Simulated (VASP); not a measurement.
# Ta9Al (C2/m) in VASP: single point with PBE

Aim: the single point of Ta9Al with PBE.

All numbers are computed with VASP 6.6.1; they aren't measurements. Logs are shortened: lines on timing, memory, paths and dates and some standing lists are left out, and cuts for length are marked.

### 1 The cell of the first run

The structure is monoclinic, space group C2/m (No. 12). Conventional cell: a = 10.957 Å, b = 9.352 Å, c = 7.207 Å, α = 90.00°, β = 101.80°, γ = 90.00°. Al (site symmetry m) has 13 Ta at 2.85 to 3.34 Å and 1 Al at 2.96 Å within 3.8 Å. Within 3.7 Å of Ta (site symmetry 1) lie 13 Ta at 2.84 to 3.34 Å and 1 Al at 2.86 Å. Ta (site symmetry m) has 12 Ta at 2.82 to 3.38 Å and 2 Al at 2.85 to 2.86 Å within 3.7 Å. Ta (site symmetry 1) has 12 Ta at 2.84 to 3.32 Å and 2 Al at 2.89 to 3.34 Å within 3.7 Å. Ta (site symmetry m) has 12 Ta at 2.82 to 3.32 Å and 2 Al at 2.89 to 3.34 Å within 3.7 Å. Within 3.8 Å of Ta (site symmetry 2) lie 12 Ta at 2.86 to 3.34 Å and 2 Al at 3.26 Å. Ta (site symmetry m) has 13 Ta at 2.86 to 3.31 Å and 1 Al at 3.28 Å within 3.8 Å. Within 3.7 Å of Ta (site symmetry m) lie 14 Ta at 2.83 to 3.34 Å.

### 2 Single point, PBE

INCAR

```
PREC = Accurate
ENCUT = 520
EDIFF = 1E-6
ISMEAR = 0
SIGMA = 0.1
LREAL = Auto
LASPH = T
NELM = 60
ALGO = Fast
ISIF = 2
LWAVE = F
LCHARG = T
GGA = PE
LELF = T
LVHAR = T
ISYM = 0
NBANDS = 118
```

KPOINTS

```
regular mesh
0
Gamma
  3 3 3
```

POSCAR

```
Ta9Al
1.0
   -4.9580488662      4.9580910170     -1.6648305878
   -4.9532331376     -1.6596363714      4.9588835707
    1.6596564853      4.9533196106      4.9589281768
Al Ta
2 18
Direct
    0.0064516758      0.9986470648      0.9974751096
    0.5939500088      0.1015273089      0.1003590136
    0.5017381541      0.5010000744      0.9968862011
    0.0986562989      0.5991729409      0.1009594066
    0.1950515329      0.2030423801      0.2018699841
    0.6996553430      0.6983806517      0.1967296693
    0.8008623940      0.3008445388      0.2996704151
    0.3002013595      0.8034498097      0.2955604748
    0.4001892937      0.4001604003      0.3989983852
    0.5017420172      0.9980474977      0.4998326017
    0.9986714172      0.4993041652      0.4981342034
    0.0986554497      0.1021355076      0.5980039025
    0.9007478414      0.9022849882      0.4006273927
    0.6017208720      0.6008763515      0.5997095018
    0.6996507143      0.1978967983      0.6972113381
    0.2001979907      0.7000239391      0.6988453782
    0.3001944709      0.2967338853      0.8022839420
    0.7995266871      0.7993340323      0.7981680143
    0.9007417202      0.4017967835      0.9011146537
    0.4053457878      0.8971350754      0.8959677346
```

Potentials or basis: VASP PAW PBE potentials, release 64 (Al, Ta_pv).

Launch:

```console
$ cat potpaw_PBE.64/Al/POTCAR potpaw_PBE.64/Ta_pv/POTCAR > POTCAR
$ mpirun -np 1 vasp_std > vasp.out
```

OUTCAR:

```text
PREC = Accurate
   ENCUT = 520
   EDIFF = 1E-6
   ISMEAR = 0
   LREAL = Auto
   LASPH = T
   NELM = 60
   ISIF = 2
   GGA = PE
   ISYM = 0

 ion  position               nearest neighbor table
   1  0.006  0.999  0.997-   5 2.85   4 2.86  12 2.86  20 2.86  18 2.89  19 2.89  13 2.89   2 2.96
                            17 3.26   8 3.26  16 3.28   6 3.34  15 3.34   7 3.34
   2  0.594  0.102  0.100-  20 2.85   3 2.86  10 2.86   5 2.86   7 2.89   6 2.89  15 2.89   1 2.96
                             8 3.26  17 3.26   9 3.28  19 3.34  13 3.34  18 3.34
   3  0.502  0.501  0.997-   6 2.84  20 2.84  14 2.85  19 2.86   2 2.86  17 2.86   9 2.88   4 2.89
                            18 3.28  16 3.30   7 3.32   8 3.32  15 3.32   5 3.34
   4  0.099  0.599  0.101-  19 2.84   5 2.84  11 2.85   6 2.86   1 2.86   8 2.86  16 2.88   3 2.89
                             7 3.28   9 3.30  18 3.32  17 3.32  13 3.32  20 3.34
   5  0.195  0.203  0.202-   7 2.82   4 2.84  12 2.84   1 2.85   9 2.86  17 2.86   8 2.86   2 2.86
                            11 3.27  13 3.28  19 3.28   3 3.34  10 3.34  20 3.38
   6  0.700  0.698  0.197-   3 2.84   7 2.85  18 2.86   4 2.86   8 2.87  14 2.88   2 2.89  13 2.90
                            19 3.27  20 3.28   9 3.30  11 3.31  10 3.32   1 3.34
   7  0.801  0.301  0.300-   5 2.82  11 2.83   6 2.85  15 2.85  19 2.86  13 2.86   9 2.87   2 2.89
                             4 3.28  12 3.28  14 3.31   3 3.32  10 3.32   1 3.34
   8  0.300  0.803  0.296-   5 2.86  20 2.86  10 2.86   4 2.86  13 2.87   6 2.87  16 2.89   9 2.89
                             2 3.26   1 3.26   3 3.32  12 3.32  14 3.34  11 3.34
   9  0.400  0.400  0.399-   5 2.86   7 2.87  14 2.87  11 2.88  10 2.88   3 2.88  17 2.89   8 2.89
[... 9 lines left out ...]
  14  0.602  0.601  0.600-  18 2.83  10 2.84   3 2.85  11 2.85   9 2.87  16 2.88  15 2.88   6 2.88
                            20 3.27  19 3.31  13 3.31   7 3.31  17 3.34   8 3.34
  15  0.700  0.198  0.697-  10 2.84   7 2.85  18 2.86  12 2.86  17 2.87  14 2.88   2 2.89  19 2.90
                            13 3.27  20 3.28   9 3.30  11 3.31   3 3.32   1 3.34
  16  0.200  0.700  0.699-  20 2.86  18 2.87  11 2.87  14 2.88  12 2.88   4 2.88   8 2.89  17 2.89
                             1 3.28  13 3.30  19 3.30  10 3.30   3 3.30   9 3.31
  17  0.300  0.297  0.802-   5 2.86  20 2.86   3 2.86  12 2.86  19 2.87  15 2.87   9 2.89  16 2.89
                             1 3.26   2 3.26   4 3.32  10 3.32  14 3.34  11 3.34
  18  0.800  0.799  0.798-  20 2.82  14 2.83  19 2.85  13 2.85  15 2.86   6 2.86  16 2.87   1 2.89
                             3 3.28  10 3.28  11 3.31   4 3.32  12 3.32   2 3.34
  19  0.901  0.402  0.901-   4 2.84  18 2.85   7 2.86   3 2.86  17 2.87  11 2.88   1 2.89  15 2.90
                             6 3.27   5 3.28  16 3.30  14 3.31  12 3.32   2 3.34
  20  0.405  0.897  0.896-  18 2.82   3 2.84  10 2.84   2 2.85  16 2.86   8 2.86  17 2.86   1 2.86
                            14 3.27  15 3.28   6 3.28   4 3.34  12 3.34   5 3.38

IMPORTANT INFORMATION: All symmetrisations will be switched off!
NOSYMM: (Re-)initialisation of all symmetry stuff for point group C_1.

----------------------------------------------------------------------------------------

                                     Primitive cell

  volume of cell :     361.4395

  direct lattice vectors                    reciprocal lattice vectors
    -4.958048866  4.958091017 -1.664830588    -0.090728751  0.090728247 -0.060260491
    -4.953233138 -1.659636371  4.958883571    -0.090840257 -0.060379573  0.090713744
     1.659656485  4.953319611  4.958928177     0.060379632  0.090838668  0.090712666

  length of vectors
     7.206703545  7.202738206  7.202833017     0.141755592  0.141868349  0.141866668

  position of ions in fractional coordinates (direct lattice)
     0.006451676  0.998647065  0.997475110
     0.593950009  0.101527309  0.100359014
     0.501738154  0.501000074  0.996886201
     0.098656299  0.599172941  0.100959407
     0.195051533  0.203042380  0.201869984
     0.699655343  0.698380652  0.196729669
[... 12 lines left out ...]
     0.900741720  0.401796783  0.901114654
     0.405345788  0.897135075  0.895967735

  ion indices of the primitive-cell ions
   primitive index   ion index
                 1           1
                 2           2
                 3           3
                 4           4
                 5           5
                 6           6
[... 12 lines left out ...]
                19          19
                20          20

----------------------------------------------------------------------------------------

 KPOINTS: regular mesh

Automatic generation of k-mesh.
 Grid dimensions read from file:
 generate k-points for:    3    3    3

 Generating k-lattice:

  Cartesian coordinates                     Fractional coordinates (reciprocal lattice)
    -0.030242917  0.030242749 -0.020086830     0.333333333 -0.000000000 -0.000000000
    -0.030280086 -0.020126524  0.030237915     0.000000000  0.333333333 -0.000000000
     0.020126544  0.030279556  0.030237555    -0.000000000 -0.000000000  0.333333333

  Length of vectors
     0.047251864  0.047289450  0.047288889

  Shift w.r.t. Gamma in fractional coordinates (k-lattice)
     0.000000000  0.000000000  0.000000000

 Subroutine IBZKPT returns following result:
 ===========================================

 Found     14 irreducible k-points:

 Following reciprocal coordinates:
            Coordinates               Weight
  0.000000  0.000000  0.000000      1.000000
  0.333333 -0.000000  0.000000      2.000000
 -0.000000  0.333333  0.000000      2.000000
  0.000000  0.000000 -0.333333      2.000000
  0.333333  0.333333  0.000000      2.000000
 -0.333333  0.000000 -0.333333      2.000000
 -0.333333  0.333333  0.000000      2.000000
  0.333333  0.000000 -0.333333      2.000000
  0.000000  0.333333  0.333333      2.000000
  0.333333  0.333333  0.333333      2.000000
 -0.333333  0.333333  0.333333      2.000000
  0.000000 -0.333333  0.333333      2.000000
  0.333333 -0.333333  0.333333      2.000000
 -0.333333 -0.333333  0.333333      2.000000
   k-points           NKPTS =     14   k-points in BZ     NKDIM =     14   number of bands    NBANDS=    118
   number of dos      NEDOS =    301   number of ions     NIONS =     20
   total plane-waves  NPLWV = 157464
   dimension x,y,z NGX =    54 NGY =   54 NGZ =   54
   dimension x,y,z NGXF=   108 NGYF=  108 NGZF=  108
   ions per type =               2  18
   NGX,Y,Z   is equivalent  to a cutoff of  12.46, 12.46, 12.46 a.u.
   NGXF,Y,Z  is equivalent  to a cutoff of  24.91, 24.93, 24.93 a.u.
 SYSTEM =  unknown system
   PREC   = accura    normal or accurate (medium, high low for compatibility)
   ISTART =      0    job   : 0-new  1-cont  2-samecut
   ICHARG =      2    charge: 1-file 2-atom 10-const
   ISPIN  =      1    spin polarized calculation?
   LNONCOLLINEAR =      F non collinear calculations
   LSORBIT =      F    spin-orbit coupling
   LASPH  =      T    aspherical Exc in radial PAW
   ENCUT  =  520.0 eV  38.22 Ry    6.18 a.u.  13.40 13.39 13.39*2*pi/ulx,y,z
   NELM   =     60;   NELMIN=  2; NELMDL= -5     # of ELM steps
   EDIFF  = 0.1E-05   stopping-criterion for ELM
   LREAL  =      T    real-space projection
   EDIFFG = 0.1E-04   stopping-criterion for IOM
   NSW    =      0    number of steps for IOM
   IBRION =     -1    ionic relax: 0-MD 1-quasi-New 2-CG
   NFREE  =      0    steps in history (QN), initial steepest desc. (CG)
   ISIF   =      2    stress and relaxation
   ISYM   =      0    0-nonsym 1-usesym 2-fastsym
   POTIM  = 0.5000    time-step for ionic-motion
   TEBEG  =    0.0;   TEEND  =   0.0 temperature during run
   PSTRESS=    0.0 pullay stress
   NELECT =     204.0000    total number of electrons
   NUPDOWN=      -1.0000    fix difference up-down
   EMIN   =  10.00;   EMAX   =-10.00  energy-range for DOS
   EFERMI =   0.00;   METHOD = LEGACY
   ISMEAR =     0;   SIGMA  =   0.10  broadening in eV -4-tet -1-fermi 0-gaus
   EFERMI_NEDOS =   21; number of points for ismear=-14 and -15
   IALGO  =     68    algorithm
   IMIX   =      4    mixing-type and parameters
     AMIX     =   0.40;   BMIX     =  1.00
     AMIX_MAG =   1.60;   BMIX_MAG =  1.00
  volume/ion in A,a.u.               =      18.07       121.96
  Fermi-wavevector in a.u.,A,eV,Ry     =   1.352923  2.556653 24.904106  1.830400
  Thomas-Fermi vector in A             =   2.480221
   LORBIT       =      0    0 simple, 1 ext, 2 COOP (PROOUT), +10 PAW based schemes
   GGA     = PE    functional components
   LHFCALC =     F    Hartree Fock is set to
   AEXX    =    0.0000 exact exchange contribution
   IVDW    =     0    specifies the selected vdW correction
   LEPSILON=     F    determine dielectric tensor
   LRPA    =     F    only Hartree local field effects (RPA)
 non-spin polarized calculation
 RMM-DIIS sequential band-by-band and
 Gauss-broadening in eV      SIGMA  =   0.10
  energy-cutoff  :      520.00
  volume of cell :      361.44
 maximum number of plane-waves:      9754
 NGX is ok and might be reduce to    54
   NGX = 27   NGY = 27   NGZ = 27

 number of electron     204.0000007 magnetization

 Free energy of the ion-electron system (eV)
  ---------------------------------------------------
  ext. energy  EPLUGINS =         0.00000000
  ---------------------------------------------------
  free energy    TOTEN  =      -220.70291748 eV

  energy without entropy =     -220.58134742  energy(sigma->0) =     -220.64213245

 E-fermi :   5.6391     XC(G=0): -12.3330

 val. band max:        5.6108234866   @ k =   0.0000   0.3333   0.3333
 cond. band min:       5.6410107334   @ k =   0.0000   0.0000   0.0000
 fundamental gap:      0.0301872467
 Fermi energy:         5.6390952020

 k-point     1 :       0.0000    0.0000    0.0000
  band No.  band energies     occupation
      1     -28.6659      2.00000
      2     -28.6559      2.00000
      3     -28.6436      2.00000
      4     -28.4791      2.00000
      5     -28.4525      2.00000
      6     -28.4512      2.00000
[... 1627 lines left out ...]
    113       7.2078      0.00000
    114       7.7284      0.00000
 [bands above 114 left out]

------------------------ aborting loop because EDIFF is reached ----------------------------------------

  FORCE on cell =-STRESS in cart. coord.  units (eV):
  Direction    XX          YY          ZZ          XY          YZ          ZX
  --------------------------------------------------------------------------------------
  -------------------------------------------------------------------------------------
  Total        0.2240658      0.2277831      0.3177891      0.0203388     -0.0420583      0.0413046
  in kB        0.9932315      1.0097095      1.4086854      0.0901573     -0.1864345      0.1830938
  external PRESSURE =       1.1372088 kB  Pullay stress =       0.0000000 kB

 VOLUME and BASIS-vectors are now :
 -----------------------------------------------------------------------------
  energy-cutoff  :      520.00
  volume of cell :      361.44
      direct lattice vectors                 reciprocal lattice vectors
    -4.958048866  4.958091017 -1.664830588    -0.090728751  0.090728247 -0.060260491
    -4.953233138 -1.659636371  4.958883571    -0.090840257 -0.060379573  0.090713744
     1.659656485  4.953319611  4.958928177     0.060379632  0.090838668  0.090712666

 POSITION                                       TOTAL-FORCE (eV/Angst)
 -----------------------------------------------------------------------------------
     -3.32305      3.31541      9.88784         0.000935      0.000444      0.002099
     -3.28116      3.27347      0.01231         0.000585     -0.001111      0.004436
     -3.31472      6.59408      6.59258         0.002089      0.000150      0.003121
     -3.28943     -0.00518      3.30763        -0.002670     -0.000166     -0.003121
     -1.63776      1.63003      1.68319        -0.009271      0.010126      0.005892
     -6.60166      3.28436      3.27395         0.000252     -0.002440      0.002073
[... 12 lines left out ...]
     -4.96057      8.26263      4.96144        -0.001125      0.002245     -0.002603
     -4.96644      4.95884      8.21700         0.009060     -0.010187     -0.005545
 -----------------------------------------------------------------------------------
    total drift:                               -0.005115     -0.001272      0.006791

  FREE ENERGIE OF THE ION-ELECTRON SYSTEM (eV)
  ---------------------------------------------------
  free  energy   TOTEN  =      -220.7029174837 eV

  energy  without entropy=     -220.5813474152  energy(sigma->0) =     -220.64213245
```

It took 42 min on 1 thread of Intel Xeon Platinum 8488C (Sapphire Rapids), shared host; peak memory 0.61 GiB.

What came out:

- Free energy: -220.7029 eV
- Pressure: 0.1 GPa
- Largest force: 0.015 eV/Å
- Band gap on the k mesh: zero (band 102 reaches 5.65 eV, above the bottom of band 103 at 5.56 eV)

Forces in eV/Å, atoms in the order of the input:
```
Al   0.001  0.000  0.002
Al   0.001 -0.001  0.004
Ta   0.002  0.000  0.003
Ta  -0.003  0.000 -0.003
Ta  -0.009  0.010  0.006
Ta   0.000 -0.002  0.002
Ta   0.003 -0.002 -0.005
Ta  -0.008 -0.007 -0.001
Ta   0.003 -0.003 -0.007
Ta   0.000 -0.002  0.002
Ta   0.000 -0.001 -0.002
Ta   0.000  0.002 -0.004
Ta  -0.002  0.000 -0.003
Ta  -0.001  0.001  0.003
Ta   0.002 -0.001  0.002
Ta  -0.004  0.004  0.006
Ta   0.009  0.009 -0.002
Ta  -0.001  0.001  0.003
Ta  -0.001  0.002 -0.003
Ta   0.009 -0.010 -0.006
```

Caveat: spin-orbit coupling is left out, which moves the levels of the heavy elements.
